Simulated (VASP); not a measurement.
# C (Fd-3m) in VASP: notebook, part 3 of 3

VASP 6.6.1.

### 5 Single point, LDA (volume scaled by 1.12)

INCAR

```
ALGO = Normal ; EDIFF = 1E-6
ENCUT = 520 ; ISIF = 2
ISMEAR = -1 ; LASPH = True
LCHARG = False ; LREAL = False
LWAVE = False ; NBANDS = 11
NELM = 100 ; PREC = Accurate
SIGMA = 0.05
```

KPOINTS

```
k-points
0
Gamma
  13 13 13
```

POSCAR

```
C
1.0
    0.0000000000      1.8338720384      1.8338720384
    1.8338720384      0.0000000000      1.8338720384
    1.8338720384      1.8338720384      0.0000000000
C
2
Direct
    0.5000000000      0.5000000000      0.5000000000
    0.7500000000      0.7500000000      0.7500000000
```

Potentials or basis: VASP PAW LDA potentials, release 64 (C).

Started as:

```
cat potpaw_LDA.64/C/POTCAR > POTCAR
mpirun -np 1 vasp_std > vasp.out
```

OUTCAR:

```text
EDIFF = 1E-6
   ENCUT = 520
   ISIF = 2
   ISMEAR = -1
   LASPH = True
   LREAL = False
   NELM = 100
   PREC = Accurate

 ion  position               nearest neighbor table
   1  0.500  0.500  0.500-   2 1.59   2 1.59   2 1.59   2 1.59
   2  0.750  0.750  0.750-   1 1.59   1 1.59   1 1.59   1 1.59

  LATTYP: Found a face centered cubic cell.
 ALAT       =     3.6677440768

  Lattice vectors:

 A1 = (   0.0000000000,   1.8338720384,   1.8338720384)
 A2 = (   1.8338720384,   0.0000000000,   1.8338720384)
 A3 = (   1.8338720384,   1.8338720384,   0.0000000000)

Analysis of symmetry for initial positions (statically):
=====================================================================
 Subroutine PRICEL returns:
 Original cell was already a primitive cell.

 Routine SETGRP: Setting up the symmetry group for a
 face centered cubic supercell.

 Subroutine GETGRP returns: Found 48 space group operations
 (whereof 24 operations were pure point group operations)
 out of a pool of 48 trial point group operations.

The static configuration has the point symmetry T_d .
 The point group associated with its full space group is O_h .

Analysis of symmetry for dynamics (positions and initial velocities):
=====================================================================
 Subroutine PRICEL returns:
 Original cell was already a primitive cell.

 Routine SETGRP: Setting up the symmetry group for a
 face centered cubic supercell.

 Subroutine GETGRP returns: Found 48 space group operations
 (whereof 24 operations were pure point group operations)
 out of a pool of 48 trial point group operations.

The dynamic configuration has the point symmetry T_d .
 The point group associated with its full space group is O_h .

 Subroutine INISYM returns: Found 48 space group operations
 (whereof 24 operations are pure point group operations),
 and found     1 'primitive' translations

----------------------------------------------------------------------------------------

                                     Primitive cell

  volume of cell :      12.3349

  direct lattice vectors                    reciprocal lattice vectors
     0.000000000  1.833872038  1.833872038    -0.272647158  0.272647158  0.272647158
     1.833872038  0.000000000  1.833872038     0.272647158 -0.272647158  0.272647158
     1.833872038  1.833872038  0.000000000     0.272647158  0.272647158 -0.272647158

  length of vectors
     2.593486708  2.593486708  2.593486708     0.472238731  0.472238731  0.472238731

  position of ions in fractional coordinates (direct lattice)
     0.500000000  0.500000000  0.500000000
     0.750000000  0.750000000  0.750000000

  ion indices of the primitive-cell ions
   primitive index   ion index
                 1           1
                 2           2

----------------------------------------------------------------------------------------

 KPOINTS: k-points

Automatic generation of k-mesh.
 Grid dimensions read from file:
 generate k-points for:   13   13   13

 Generating k-lattice:

  Cartesian coordinates                     Fractional coordinates (reciprocal lattice)
    -0.020972858  0.020972858  0.020972858     0.076923077  0.000000000  0.000000000
     0.020972858 -0.020972858  0.020972858     0.000000000  0.076923077  0.000000000
     0.020972858  0.020972858 -0.020972858     0.000000000  0.000000000  0.076923077

[... 39 lines left out ...]
   number of dos      NEDOS =    301   number of ions     NIONS =      2
   total plane-waves  NPLWV =   8000
   dimension x,y,z NGX =    20 NGY =   20 NGZ =   20
   dimension x,y,z NGXF=    40 NGYF=   40 NGZF=   40
   ions per type =               2
   NGX,Y,Z   is equivalent  to a cutoff of  12.82, 12.82, 12.82 a.u.
   NGXF,Y,Z  is equivalent  to a cutoff of  25.64, 25.64, 25.64 a.u.
 SYSTEM =  unknown system
   PREC   = accura    normal or accurate (medium, high low for compatibility)
   ISTART =      0    job   : 0-new  1-cont  2-samecut
   ICHARG =      2    charge: 1-file 2-atom 10-const
   ISPIN  =      1    spin polarized calculation?
   LNONCOLLINEAR =      F non collinear calculations
   LSORBIT =      F    spin-orbit coupling
   LASPH  =      T    aspherical Exc in radial PAW
   ENCUT  =  520.0 eV  38.22 Ry    6.18 a.u.   4.82  4.82  4.82*2*pi/ulx,y,z
   NELM   =    100;   NELMIN=  2; NELMDL= -5     # of ELM steps
   EDIFF  = 0.1E-05   stopping-criterion for ELM
   LREAL  =      F    real-space projection
   EDIFFG = 0.1E-04   stopping-criterion for IOM
   NSW    =      0    number of steps for IOM
   IBRION =     -1    ionic relax: 0-MD 1-quasi-New 2-CG
   NFREE  =      0    steps in history (QN), initial steepest desc. (CG)
   ISIF   =      2    stress and relaxation
   ISYM   =      2    0-nonsym 1-usesym 2-fastsym
   POTIM  = 0.5000    time-step for ionic-motion
   TEBEG  =    0.0;   TEEND  =   0.0 temperature during run
   PSTRESS=    0.0 pullay stress
   NELECT =       8.0000    total number of electrons
   NUPDOWN=      -1.0000    fix difference up-down
   EMIN   =  10.00;   EMAX   =-10.00  energy-range for DOS
   EFERMI =   0.00;   METHOD = LEGACY
   ISMEAR =    -1;   SIGMA  =   0.05  broadening in eV -4-tet -1-fermi 0-gaus
   EFERMI_NEDOS =   21; number of points for ismear=-14 and -15
   IALGO  =     38    algorithm
   IMIX   =      4    mixing-type and parameters
     AMIX     =   0.40;   BMIX     =  1.00
     AMIX_MAG =   1.60;   BMIX_MAG =  1.00
  volume/ion in A,a.u.               =       6.17        41.62
  Fermi-wavevector in a.u.,A,eV,Ry     =   1.417074  2.677881 27.321834  2.008098
  Thomas-Fermi vector in A             =   2.538342
   LORBIT       =      0    0 simple, 1 ext, 2 COOP (PROOUT), +10 PAW based schemes
   GGA     = CA    functional components
   LHFCALC =     F    Hartree Fock is set to
   AEXX    =    0.0000 exact exchange contribution
   IVDW    =     0    specifies the selected vdW correction
   LEPSILON=     F    determine dielectric tensor
   LRPA    =     F    only Hartree local field effects (RPA)
 non-spin polarized calculation
  energy-cutoff  :      520.00
  volume of cell :       12.33
 maximum number of plane-waves:       340
   NGX =  9   NGY =  9   NGZ =  9

 number of electron       8.0000002 magnetization

 Free energy of the ion-electron system (eV)
  ---------------------------------------------------
  ext. energy  EPLUGINS =         0.00000000
  ---------------------------------------------------
  free energy    TOTEN  =       -20.06489281 eV

  energy without entropy =      -20.06489281  energy(sigma->0) =      -20.06489281

 E-fermi :   9.4816     XC(G=0): -13.0986

 val. band max:        8.5354790540   @ k =   0.0000   0.0000   0.0000
 cond. band min:      12.4484387198   @ k =   0.3846   0.3846   0.0000
 fundamental gap:      3.9129596657
 Fermi energy:         9.4815741206

 k-point     1 :       0.0000    0.0000    0.0000
  band No.  band energies     occupation
      1     -11.6991      2.00000
      2       8.5355      2.00000
      3       8.5355      2.00000
      4       8.5355      2.00000
      5      13.8434      0.00000
      6      13.8434      0.00000
      7      13.8434      0.00000
      8      20.2328      0.00000
      9      26.4796      0.00000
     10      34.2513      0.00000
     11      34.2513      0.00000
[... 309 lines left out ...]
 k-point    24 :       0.4615    0.1538    0.0000
  band No.  band energies     occupation
      1      -6.9929      2.00000
      2      -1.9805      2.00000
      3       4.4033      2.00000
      4       4.9471      2.00000
      5      15.2172      0.00000
      6      18.4465      0.00000
      7      18.4574      0.00000
      8      21.4922      0.00000
      9      27.8106      0.00000
     10      30.1196      0.00000
     11      34.2558      0.00000

 [... further k-points ...]

------------------------ aborting loop because EDIFF is reached ----------------------------------------

  FORCE on cell =-STRESS in cart. coord.  units (eV):
  Direction    XX          YY          ZZ          XY          YZ          ZX
  --------------------------------------------------------------------------------------
  -------------------------------------------------------------------------------------
  Total       -3.2275467     -3.2275467     -3.2275467      0.0000000      0.0000000      0.0000000
  in kB     -419.2239073   -419.2239073   -419.2239073      0.0000000      0.0000000      0.0000000
  external PRESSURE =    -419.2239073 kB  Pullay stress =       0.0000000 kB

 VOLUME and BASIS-vectors are now :
 -----------------------------------------------------------------------------
  energy-cutoff  :      520.00
  volume of cell :       12.33
      direct lattice vectors                 reciprocal lattice vectors
     0.000000000  1.833872038  1.833872038    -0.272647158  0.272647158  0.272647158
     1.833872038  0.000000000  1.833872038     0.272647158 -0.272647158  0.272647158
     1.833872038  1.833872038  0.000000000     0.272647158  0.272647158 -0.272647158

 POSITION                                       TOTAL-FORCE (eV/Angst)
 -----------------------------------------------------------------------------------
      1.83387      1.83387      1.83387         0.000000      0.000000      0.000000
      2.75081      2.75081      2.75081        -0.000000     -0.000000     -0.000000
 -----------------------------------------------------------------------------------
    total drift:                                0.000000     -0.000000      0.000000

  FREE ENERGIE OF THE ION-ELECTRON SYSTEM (eV)
  ---------------------------------------------------
  free  energy   TOTEN  =       -20.0648928104 eV

  energy  without entropy=      -20.0648928104  energy(sigma->0) =      -20.06489281
```

OSZICAR:

```text
N       E                     dE             d eps       ncg     rms          rms(c)
DAV:   1    -0.112550161812E+01   -0.11255E+01   -0.47388E+03  1899   0.693E+02
DAV:   2    -0.203207555117E+02   -0.19195E+02   -0.18576E+02  2413   0.124E+02
DAV:   3    -0.206951075403E+02   -0.37435E+00   -0.37348E+00  2166   0.136E+01
DAV:   4    -0.206958872436E+02   -0.77970E-03   -0.77969E-03  2011   0.788E-01
DAV:   5    -0.206958884920E+02   -0.12484E-05   -0.12484E-05  2129   0.291E-02    0.509E+00
DAV:   6    -0.202304577180E+02    0.46543E+00   -0.24341E-01  1905   0.335E+00    0.295E+00
DAV:   7    -0.200652154190E+02    0.16524E+00   -0.29534E-01  2007   0.371E+00    0.596E-01
DAV:   8    -0.200649015050E+02    0.31391E-03   -0.78504E-03  1938   0.707E-01    0.266E-02
DAV:   9    -0.200648910349E+02    0.10470E-04   -0.30493E-05  2095   0.437E-02    0.199E-02
DAV:  10    -0.200648928990E+02   -0.18641E-05   -0.20963E-06  2018   0.115E-02    0.447E-03
DAV:  11    -0.200648928104E+02    0.88615E-07   -0.98066E-08   987   0.233E-03
   1 F= -.20064893E+02 E0= -.20064893E+02  d E =-.176759E-10
```

stdout:

```text
POSCAR found type information on POSCAR C
 POSCAR found :  1 types and       2 ions
 scaLAPACK will be used
 LDA part: xc-table for (Slater(with rela. corr.)+CA(PZ))
 , standard interpolation
 POSCAR, INCAR and KPOINTS ok, starting setup
 FFT: planning ... GRIDC
 FFT: planning ... GRID_SOFT
 FFT: planning ... GRID
 WAVECAR not read
 entering main loop
```

Wall time 8.4 s (1 thread of AMD EPYC 7R43 (Zen 3), shared host); peak memory 0.08 GiB.

Results:

```
Free energy            : -20.0649 eV
Pressure               : -41.9 GPa
Band gap on the k mesh : 3.91 eV, indirect (least direct gap 5.31 eV)
```

 A k mesh can miss the band edges.

### 6 Single point, LDA

INCAR

```
SYSTEM = C
PREC = Accurate
ENCUT = 520
EDIFF = 1E-7
ISMEAR = -1
SIGMA = 0.05
LREAL = .False.
LASPH = .True.
NELM = 100
ALGO = Normal
ISIF = 2
LWAVE = .False.
LCHARG = .False.
NBANDS = 11
```

KPOINTS

```
Automatic mesh
0
Gamma
  14 14 14
  0 0 0
```

POSCAR

```
C
1.0
    0.0000000000      1.7658874545      1.7658874545
    1.7658874545      0.0000000000      1.7658874545
    1.7658874545      1.7658874545      0.0000000000
C
2
Direct
    0.5000000000      0.5000000000      0.5000000000
    0.7500000000      0.7500000000      0.7500000000
```

Potentials or basis: VASP PAW LDA potentials, release 64 (C).

Started as:

```
cat potpaw_LDA.64/C/POTCAR > POTCAR
mpirun -np 1 vasp_std > vasp.out
```

Run time: 10 s. Hardware: 1 thread of AMD EPYC 7R43 (Zen 3), shared host; peak memory 0.08 GiB.

The run converged. Its results:

- Free energy: -20.2452 eV
- Pressure: 1.6 GPa
- Band gap on the k mesh: 4.17 eV, indirect (least direct gap 5.63 eV)

Levels at points of the mesh, in eV from the valence-band top:
```
           k point  band 1  band 2  band 3  band 4  band 5  band 6  band 7  band 8
(0.00, 0.00, 0.00)  -21.72    0.00    0.00    0.00    5.63    5.63    5.63   14.24
(0.50, 0.00, 0.00)  -15.70  -13.69   -2.87   -2.87    8.51    8.51    9.42   15.67
(0.50, 0.50, 0.00)  -12.82  -12.82   -6.47   -6.47    4.77    4.77   17.08   17.08
```

### 7 Summary

```tsv
cell	k mesh	gap on the mesh (eV)	pressure (GPa)
a = 2.497 Å, angles 60.0°, 2 atoms	13 × 13 × 13	4.18	1.6
a = 2.530 Å, angles 60.0°, 2 atoms	13 × 13 × 13	4.09	-15.7
a = 2.562 Å, angles 60.0°, 2 atoms	13 × 13 × 13	4.00	-30.0
a = 2.593 Å, angles 60.0°, 2 atoms	13 × 13 × 13	3.91	-41.9
a = 2.497 Å, angles 60.0°, 2 atoms	14 × 14 × 14	4.17	1.6
```

Alike in all rows: task single point; level LDA; potentials or basis VASP PAW LDA potentials, release 64 (C); no spin polarisation; cutoff (eV) 520; smearing fermi-dirac 0.05 eV.

Absolute energies hang on the potentials; compare differences alone.
